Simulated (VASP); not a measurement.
Set up this calculation in VASP 6.6.1, as the native input.

```
Task                   : single point
Functional             : r2SCAN
Potentials or basis    : VASP PAW PBE potentials, release 64 (Al, C, Pt)
Cutoff                 : 520 eV
k mesh                 : 6 × 6 × 6
Occupations            : gaussian, width 0.1 eV
Spin                   : no spin polarisation
Dipole correction      : no
Further INCAR settings : ALGO = Normal; EDIFF = 1e-06; NBANDS = 26
```

AlPt3C:

```
Al C Pt
1.0
     4.15185    0.00000    0.00000
     0.00000    4.15185    0.00000
     0.00000    0.00000    4.15185
Al C Pt
1 1 3
Direct
  0.00000 0.00000 0.00000
  0.50000 0.50000 0.50000
  0.50000 0.50000 0.00000
  0.00000 0.50000 0.50000
  0.50000 0.00000 0.50000
```

These files were run (other wordings do the same):

POSCAR

```
AlPt3C
1.0
    4.1518455643      0.0000000000      0.0000000000
    0.0000000000      4.1518455643      0.0000000000
    0.0000000000      0.0000000000      4.1518455643
Al C Pt
1 1 3
Direct
    0.0000000000      0.0000000000      0.0000000000
    0.5000000000      0.5000000000      0.5000000000
    0.5000000000      0.5000000000      0.0000000000
    0.0000000000      0.5000000000      0.5000000000
    0.5000000000      0.0000000000      0.5000000000
```

INCAR.step1

```
PREC = Accurate ; ENCUT = 520
ISMEAR = 0 ; SIGMA = 0.1
LREAL = False ; LASPH = True
NELM = 60 ; NBANDS = 26
GGA = PE ; ALGO = Normal
EDIFF = 1E-4 ; LWAVE = True
LCHARG = False
```

INCAR.step2

```
PREC = Accurate ; ENCUT = 520
EDIFF = 1E-6 ; ISMEAR = 0
SIGMA = 0.1 ; LREAL = False
LASPH = True ; NELM = 60
ALGO = Normal ; ISIF = 2
LWAVE = False ; LCHARG = False
METAGGA = R2SCAN ; LMIXTAU = True
NBANDS = 26 ; ISTART = 1
```

KPOINTS

```
Automatic mesh
0
Gamma
  6 6 6
```

Potentials or basis: VASP PAW PBE potentials, release 64 (Al, C, Pt).

Run with:

```console
$ cat potpaw_PBE.64/Al/POTCAR potpaw_PBE.64/C/POTCAR potpaw_PBE.64/Pt/POTCAR > POTCAR
$ cp INCAR.step1 INCAR
$ mpirun -np 1 vasp_std > vasp.out
$ cp INCAR.step2 INCAR
$ mpirun -np 1 vasp_std > vasp.out
```

It gave:

```
Pressure               : 0.6 GPa
Band gap on the k mesh : zero (an odd number of electrons rules out a gap without spin polarisation)
```

Caveat: the PAW data sets were made with another functional, which shifts forces and pressure a little; spin-orbit coupling is left out, which moves the levels of the heavy elements.

It took 89 s on 1 thread of Intel Xeon 8259CL (shared host), peak memory 0.2 GiB.
